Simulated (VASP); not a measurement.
# MgS (Fm-3m) in VASP: a series of runs

Runs on MgS. Level: r2SCAN. Tasks: single point.

Program: VASP 6.6.1. These are calculated values, not measurements. Logs are shortened: lines on timing, memory, paths and dates and some standing lists are left out, and cuts for length are marked.

## 1. The cell of the first run

The structure is cubic, space group Fm-3m (No. 225). Conventional cell: a = 5.162 Å, b = 5.162 Å, c = 5.162 Å, α = 90.00°, β = 90.00°, γ = 90.00°. Mg (site symmetry m-3m) has 6 S at 2.58 Å within 3.4 Å. S (site symmetry m-3m) has 6 Mg at 2.58 Å within 3.4 Å.

## 2. Single point, r2SCAN

Input file POSCAR:

```
MgS
1.0
    2.5808600341      2.5808600341      0.0000000000
   -2.5808600341      2.5808600341      0.0000000000
    0.0000000000      2.5808600341      2.5808600341
Mg S
1 1
Direct
    0.0000000000      0.0000000000      0.0000000000
    0.5000000000      0.5000000000      0.0000000000
```

Input file INCAR.step1:

```
ALGO     = Normal         # electronic algorithm
EDIFF    = 1E-5           # SCF threshold, eV
ENCUT    = 920            # plane-wave cutoff, eV
GGA      = PE             # functional
GGA_COMPAT= F            
ISMEAR   = 0              # smearing method
LASPH    = T              # aspherical terms in the spheres
LCHARG   = F              # write CHGCAR
LREAL    = F              # projectors in reciprocal space
LWAVE    = T              # write WAVECAR
NBANDS   = 15             # bands
NELM     = 120            # most SCF steps
PREC     = Accurate       # precision mode
SIGMA    = 0.01           # smearing width, eV
```

Input file INCAR.step2:

```
ALGO     = Normal         # electronic algorithm
EDIFF    = 1E-6           # SCF threshold, eV
ENCUT    = 920            # plane-wave cutoff, eV
GGA_COMPAT= F            
ISIF     = 2              # what is computed and relaxed
ISMEAR   = 0              # smearing method
ISTART   = 1            
LASPH    = T              # aspherical terms in the spheres
LCHARG   = F              # write CHGCAR
LMIXTAU  = T            
LREAL    = F              # projectors in reciprocal space
LWAVE    = F              # write WAVECAR
METAGGA  = R2SCAN         # meta-GGA
NBANDS   = 15             # bands
NELM     = 120            # most SCF steps
PREC     = Accurate       # precision mode
SIGMA    = 0.01           # smearing width, eV
```

Input file KPOINTS:

```
k-points
0
Gamma
  8 8 8
```

Potentials or basis: VASP PAW PBE potentials, release 64 (Mg_sv, S).

Launch:

```
cat potpaw_PBE.64/Mg_sv/POTCAR potpaw_PBE.64/S/POTCAR > POTCAR
cp INCAR.step1 INCAR
mpirun -np 1 vasp_std > vasp.out
cp INCAR.step2 INCAR
mpirun -np 1 vasp_std > vasp.out
```

OUTCAR:

```text
EDIFF = 1E-6
   ENCUT = 920
   ISIF = 2
   ISMEAR = 0
   ISTART = 1
   LASPH = T
   LREAL = F
   METAGGA = R2SCAN
   NELM = 120
   PREC = Accurate

 ion  position               nearest neighbor table
   1  0.000  0.000  0.000-
   2  0.500  0.500  0.000-

  LATTYP: Found a face centered cubic cell.
 ALAT       =     5.1617200682

  Lattice vectors:

 A1 = (   0.0000000000,   2.5808600341,   2.5808600341)
 A2 = (   2.5808600341,   0.0000000000,   2.5808600341)
 A3 = (   2.5808600341,   2.5808600341,   0.0000000000)

Analysis of symmetry for initial positions (statically):
=====================================================================
 Subroutine PRICEL returns:
 Original cell was already a primitive cell.

 Routine SETGRP: Setting up the symmetry group for a
 face centered cubic supercell.

 Subroutine GETGRP returns: Found 48 space group operations
 (whereof 48 operations were pure point group operations)
 out of a pool of 48 trial point group operations.

The static configuration has the point symmetry O_h .

Analysis of symmetry for dynamics (positions and initial velocities):
=====================================================================
 Subroutine PRICEL returns:
 Original cell was already a primitive cell.

 Routine SETGRP: Setting up the symmetry group for a
 face centered cubic supercell.

 Subroutine GETGRP returns: Found 48 space group operations
 (whereof 48 operations were pure point group operations)
 out of a pool of 48 trial point group operations.

The dynamic configuration has the point symmetry O_h .

 Subroutine INISYM returns: Found 48 space group operations
 (whereof 48 operations are pure point group operations),
 and found     1 'primitive' translations

----------------------------------------------------------------------------------------

                                     Primitive cell

  volume of cell :      34.3814

  direct lattice vectors                    reciprocal lattice vectors
     2.580860034  2.580860034  0.000000000     0.193733869  0.193733869 -0.193733869
    -2.580860034  2.580860034  0.000000000    -0.193733869  0.193733869 -0.193733869
     0.000000000  2.580860034  2.580860034     0.000000000  0.000000000  0.387467738

  length of vectors
     3.649887263  3.649887263  3.649887263     0.335556904  0.335556904  0.387467738

  position of ions in fractional coordinates (direct lattice)
     0.000000000  0.000000000  0.000000000
     0.500000000  0.500000000  0.000000000

  ion indices of the primitive-cell ions
   primitive index   ion index
                 1           1
                 2           2

----------------------------------------------------------------------------------------

 KPOINTS: k-points

Automatic generation of k-mesh.
 Grid dimensions read from file:
 generate k-points for:    8    8    8

 Generating k-lattice:

  Cartesian coordinates                     Fractional coordinates (reciprocal lattice)
     0.024216734  0.024216734 -0.024216734     0.125000000  0.000000000  0.000000000
    -0.024216734  0.024216734 -0.024216734     0.000000000  0.125000000  0.000000000
     0.000000000  0.000000000  0.048433467     0.000000000  0.000000000  0.125000000

  Length of vectors
     0.041944613  0.041944613  0.048433467

  Shift w.r.t. Gamma in fractional coordinates (k-lattice)
     0.000000000  0.000000000  0.000000000

 Subroutine IBZKPT returns following result:
 ===========================================

 Found     29 irreducible k-points:

 Following reciprocal coordinates:
            Coordinates               Weight
  0.000000  0.000000  0.000000      1.000000
  0.125000  0.000000  0.000000      8.000000
  0.250000  0.000000  0.000000      8.000000
  0.375000  0.000000  0.000000      8.000000
  0.500000  0.000000  0.000000      4.000000
  0.125000  0.125000  0.000000     12.000000
[... 16 lines left out ...]
  0.375000  0.250000  0.125000     48.000000
  0.500000  0.250000  0.125000     24.000000
 [... further k-points ...]
   k-points           NKPTS =     29   k-points in BZ     NKDIM =     29   number of bands    NBANDS=     15
   number of dos      NEDOS =    301   number of ions     NIONS =      2
   total plane-waves  NPLWV =  46656
   dimension x,y,z NGX =    36 NGY =   36 NGZ =   36
   dimension x,y,z NGXF=    72 NGYF=   72 NGZF=   72
   ions per type =               1   1
   NGX,Y,Z   is equivalent  to a cutoff of  16.40, 16.40, 16.40 a.u.
   NGXF,Y,Z  is equivalent  to a cutoff of  32.79, 32.79, 32.79 a.u.
 SYSTEM =  unknown system
   PREC   = accura    normal or accurate (medium, high low for compatibility)
   ISTART =      1    job   : 0-new  1-cont  2-samecut
   ICHARG =      0    charge: 1-file 2-atom 10-const
   ISPIN  =      1    spin polarized calculation?
   LNONCOLLINEAR =      F non collinear calculations
   LSORBIT =      F    spin-orbit coupling
   LASPH  =      T    aspherical Exc in radial PAW
   ENCUT  =  920.0 eV  67.62 Ry    8.22 a.u.   9.03  9.03  9.03*2*pi/ulx,y,z
   NELM   =    120;   NELMIN=  2; NELMDL=  0     # of ELM steps
   EDIFF  = 0.1E-05   stopping-criterion for ELM
   LREAL  =      F    real-space projection
   EDIFFG = 0.1E-04   stopping-criterion for IOM
   NSW    =      0    number of steps for IOM
   IBRION =     -1    ionic relax: 0-MD 1-quasi-New 2-CG
   NFREE  =      0    steps in history (QN), initial steepest desc. (CG)
   ISIF   =      2    stress and relaxation
   ISYM   =      2    0-nonsym 1-usesym 2-fastsym
   POTIM  = 0.5000    time-step for ionic-motion
   TEBEG  =    0.0;   TEEND  =   0.0 temperature during run
   PSTRESS=    0.0 pullay stress
   NELECT =      16.0000    total number of electrons
   NUPDOWN=      -1.0000    fix difference up-down
   EMIN   =  10.00;   EMAX   =-10.00  energy-range for DOS
   EFERMI =   0.00;   METHOD = LEGACY
   ISMEAR =     0;   SIGMA  =   0.01  broadening in eV -4-tet -1-fermi 0-gaus
   EFERMI_NEDOS =   21; number of points for ismear=-14 and -15
   IALGO  =     38    algorithm
   IMIX   =      4    mixing-type and parameters
     AMIX     =   0.40;   BMIX     =  1.00
     AMIX_MAG =   1.60;   BMIX_MAG =  1.00
  volume/ion in A,a.u.               =      17.19       116.01
  Fermi-wavevector in a.u.,A,eV,Ry     =   1.268646  2.397393 21.898061  1.609462
  Thomas-Fermi vector in A             =   2.401729
   LORBIT       =      0    0 simple, 1 ext, 2 COOP (PROOUT), +10 PAW based schemes
   METAGGA = R2SCAN    functional components
   LHFCALC =     F    Hartree Fock is set to
   AEXX    =    0.0000 exact exchange contribution
   IVDW    =     0    specifies the selected vdW correction
   LEPSILON=     F    determine dielectric tensor
   LRPA    =     F    only Hartree local field effects (RPA)
 non-spin polarized calculation
 Gauss-broadening in eV      SIGMA  =   0.01
  energy-cutoff  :      920.00
  volume of cell :       34.38
 maximum number of plane-waves:      2204
   NGX = 17   NGY = 17   NGZ = 17

 number of electron      15.9999995 magnetization

 Free energy of the ion-electron system (eV)
  ---------------------------------------------------
  ext. energy  EPLUGINS =         0.00000000
  ---------------------------------------------------
  free energy    TOTEN  =       -15.54109240 eV

  energy without entropy =      -15.54109240  energy(sigma->0) =      -15.54109240

 E-fermi :   3.8354     XC(G=0): -10.4425

 val. band max:        3.5720759920   @ k =   0.0000   0.0000   0.0000
 cond. band min:       7.1192115759   @ k =   0.5000   0.5000   0.0000
 fundamental gap:      3.5471355840
 Fermi energy:         3.8354223128

 k-point     1 :       0.0000    0.0000    0.0000
  band No.  band energies     occupation
      1     -73.9724      2.00000
      2     -39.0803      2.00000
      3     -39.0803      2.00000
      4     -39.0803      2.00000
      5      -9.7509      2.00000
      6       3.5721      2.00000
      7       3.5721      2.00000
      8       3.5721      2.00000
      9       8.4340      0.00000
     10      12.0837      0.00000
     11      12.0837      0.00000
     12      12.0837      0.00000
     13      14.5474      0.00000
     14      14.5474      0.00000
     15      17.1677      0.00000

 k-point     2 :       0.1250    0.0000    0.0000
  band No.  band energies     occupation
      1     -73.9725      2.00000
      2     -39.0813      2.00000
      3     -39.0804      2.00000
      4     -39.0804      2.00000
      5      -9.5890      2.00000
      6       2.5448      2.00000
      7       3.4605      2.00000
      8       3.4605      2.00000
      9       9.1718      0.00000
     10      11.8412      0.00000
     11      12.3598      0.00000
     12      12.3598      0.00000
     13      13.9894      0.00000
     14      13.9894      0.00000
     15      17.6178      0.00000

 k-point     3 :       0.2500    0.0000    0.0000
  band No.  band energies     occupation
      1     -73.9724      2.00000
      2     -39.0840      2.00000
      3     -39.0807      2.00000
      4     -39.0807      2.00000
      5      -9.1512      2.00000
      6       0.7178      2.00000
      7       3.2169      2.00000
      8       3.2169      2.00000
      9       9.3840      0.00000
     10      12.0453      0.00000
     11      12.0453      0.00000
     12      12.8758      0.00000
     13      14.5977      0.00000
     14      14.5977      0.00000
     15      16.7944      0.00000
[... 343 lines left out ...]
 k-point    23 :       0.3750    0.2500    0.1250
  band No.  band energies     occupation
      1     -73.9723      2.00000
      2     -39.0859      2.00000
      3     -39.0828      2.00000
      4     -39.0816      2.00000
      5      -8.3578      2.00000
      6      -0.4636      2.00000
      7       1.4838      2.00000
      8       2.5199      2.00000
      9       9.9587      0.00000
     10      10.6918      0.00000
     11      12.1401      0.00000
     12      13.4783      0.00000
     13      16.2198      0.00000
     14      19.0828      0.00000
     15      19.8011      0.00000

 k-point    24 :       0.5000    0.2500    0.1250
  band No.  band energies     occupation
      1     -73.9723      2.00000
      2     -39.0866      2.00000
      3     -39.0830      2.00000
      4     -39.0818      2.00000
      5      -8.1418      2.00000
      6      -0.8863      2.00000
      7       1.3350      2.00000
      8       2.3534      2.00000
      9       9.8937      0.00000
     10      10.4085      0.00000
     11      12.7774      0.00000
     12      13.9278      0.00000
     13      16.8178      0.00000
     14      18.2681      0.00000
     15      20.1955      0.00000

 [... further k-points ...]

------------------------ aborting loop because EDIFF is reached ----------------------------------------

  FORCE on cell =-STRESS in cart. coord.  units (eV):
  Direction    XX          YY          ZZ          XY          YZ          ZX
  --------------------------------------------------------------------------------------
  -------------------------------------------------------------------------------------
  Total        0.4536965      0.4536965      0.4536965      0.0000000      0.0000000     -0.0000000
  in kB       21.1423209     21.1423209     21.1423209      0.0000000      0.0000000     -0.0000000
  external PRESSURE =      21.1423209 kB  Pullay stress =       0.0000000 kB

 VOLUME and BASIS-vectors are now :
 -----------------------------------------------------------------------------
  energy-cutoff  :      920.00
  volume of cell :       34.38
      direct lattice vectors                 reciprocal lattice vectors
     2.580860034  2.580860034  0.000000000     0.193733869  0.193733869 -0.193733869
    -2.580860034  2.580860034  0.000000000    -0.193733869  0.193733869 -0.193733869
     0.000000000  2.580860034  2.580860034     0.000000000  0.000000000  0.387467738

 POSITION                                       TOTAL-FORCE (eV/Angst)
 -----------------------------------------------------------------------------------
      0.00000      0.00000      0.00000        -0.000000      0.000000      0.000000
      0.00000      2.58086      0.00000         0.000000      0.000000      0.000000
 -----------------------------------------------------------------------------------
    total drift:                               -0.000000      0.000000     -0.000000

  FREE ENERGIE OF THE ION-ELECTRON SYSTEM (eV)
  ---------------------------------------------------
  free  energy   TOTEN  =       -15.5410924023 eV

  energy  without entropy=      -15.5410924023  energy(sigma->0) =      -15.54109240
```

Wall time 58 s (1 thread of Intel Xeon 6975P-C (Granite Rapids), shared host); peak memory 0.22 GiB.

Results:

```
Free energy            : -15.5411 eV
Pressure               : 2.1 GPa
Band gap on the k mesh : 3.55 eV (least direct gap 4.86 eV)
```

Caveat: the PAW data sets were made with another functional, which shifts forces and pressure a little. A k mesh can miss the band edges.

(Part 1 of 2 ends here.)
